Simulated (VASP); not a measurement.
TePd:

```
Pd Te
1.0
     3.63109    0.00000    0.00000
     0.00000    3.63109    0.00000
     0.00000    0.00000    3.63109
Pd Te
1 1
Direct
  0.00000 0.00000 0.00000
  0.50000 0.50000 0.50000
```

Base run:

```yaml
Program: VASP 6.6.1
Functional: LDA
Potentials_or_basis: VASP PAW LDA potentials, release 64 (Pd, Te)
Cutoff: 500 eV
k_mesh: 7 × 7 × 7
Occupations: fermi-dirac, width 0.05 eV
Spin: no spin polarisation
Hubbard_terms: Pd d U = 1.0 eV
```

Its results: band gap on the k mesh zero (bands 8 and 9 overlap by 2.19 eV); pressure -16.7 GPa.

The run is repeated on the same cell with these changes: hubbard terms from Pd d U = 1.0 eV to Pd d U = 6.0 eV. What comes out?

Band gap on the k mesh zero (bands 8 and 9 overlap by 2.12 eV); pressure -18.0 GPa.

Caveats: the cell stands under tension; spin-orbit coupling is left out, which moves the levels of the heavy elements; U without spin polarisation on a metal has little footing; the U is typed as a test and isn't derived for this compound.
